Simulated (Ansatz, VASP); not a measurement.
# Cd3O2: VASP beside Ansatz

```
Cd O
1.0
     5.41284    0.00000    0.00000
    -2.70642    4.68766    0.00000
     0.00000    0.00000    3.05899
Cd O
3 2
Direct
  0.68949 0.00000 0.00000
  0.00000 0.68949 0.00000
  0.31051 0.31051 0.00000
  0.33333 0.66667 0.50000
  0.66667 0.33333 0.50000
```

Alike in both runs: functional PBE; k mesh 4 × 4 × 3; occupations gaussian, width 0.2 eV; no spin polarisation.

Ansatz relaxed the structure, and its values are those at the end. VASP's run is a single point on that final structure, the one shown.

```csv
,VASP,Ansatz
version,VASP 6.6.1,Ansatz 0.2.0
potentials or method,"VASP PAW PBE potentials, release 64 (Cd, O), cutoff 600 eV","scalar-relativistic, plane waves, PAW"
valence electrons in the cell,48,72
```

Ansatz gave:

* gap on the k mesh at the Fermi level (eV): 0.52
* least direct gap on the mesh (eV): 1.12
* pressure (GPa): 0.1
* rms of the force components (eV/Å): 0.002

Which values does VASP return?

gap on the k mesh at the Fermi level (eV): 0.52; least direct gap on the mesh (eV): 1.13; pressure (GPa): 0.8; rms of the force components (eV/Å): 0.018.

VASP's potentials hold 48 valence electrons a cell and Ansatz's 72, so a difference there can come from the potentials and not from the codes.

The k mesh is coarse, so the values compare programs but aren't converged.
